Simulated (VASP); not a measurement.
Set up this calculation in VASP 6.6.1, as the native input.

```yaml
Task: single point
Functional: PBE
Potentials_or_basis: VASP PAW PBE potentials, release 64 (C)
Cutoff: 520 eV
k_mesh: 21 × 21 × 6
Occupations: gaussian, width 0.15 eV
Spin: no spin polarisation
Dipole_correction: no
Further_INCAR_settings: ALGO = Normal; EDIFF = 1e-06; NBANDS = 16
```

The structure of C lies in POSCAR:

```
C
1.0
    1.2058692743     -1.9798785833      0.0000000000
    1.2058692743      1.9798785833      0.0000000000
    0.0000000000      0.0000000000      8.0704518431
C
4
Direct
    0.0833329406      0.9166670594      0.7503043452
    0.5833329406      0.4166670594      0.2496956548
    0.9166670594      0.0833329406      0.2496956548
    0.4166670594      0.5833329406      0.7503043452
```

The input as run:

INCAR

```
PREC = Accurate
ENCUT = 520
EDIFF = 1E-6
ISMEAR = 0
SIGMA = 0.15
LREAL = F
LASPH = T
NELM = 60
ALGO = Normal
ISIF = 2
LWAVE = F
LCHARG = T
GGA = PE
LELF = T
LVHAR = T
NBANDS = 16
```

KPOINTS

```
Automatic mesh
0
Gamma
  21 21 6
```

Potentials or basis: VASP PAW PBE potentials, release 64 (C).

Launch:

```sh
$ cat potpaw_PBE.64/C/POTCAR > POTCAR
$ mpirun -np 1 vasp_std > vasp.out
```

Results of the run:

The pressure is 42.8 GPa and the largest force is 1.486 eV/Å.

Caveat: the stress differs along the axes, from 0 to 90 GPa; this functional lacks dispersion, which binds layers or chains, so the pressure and a relaxed spacing across them are unreliable; forces of over 1 eV/Å act on the atoms, so gaps and moduli don't describe the material at rest.

Wall time 2.2 min on 1 thread of Intel(R) Xeon(R) 6975P-C (Granite Rapids), with other jobs on the host, peak memory 0.31 GiB.
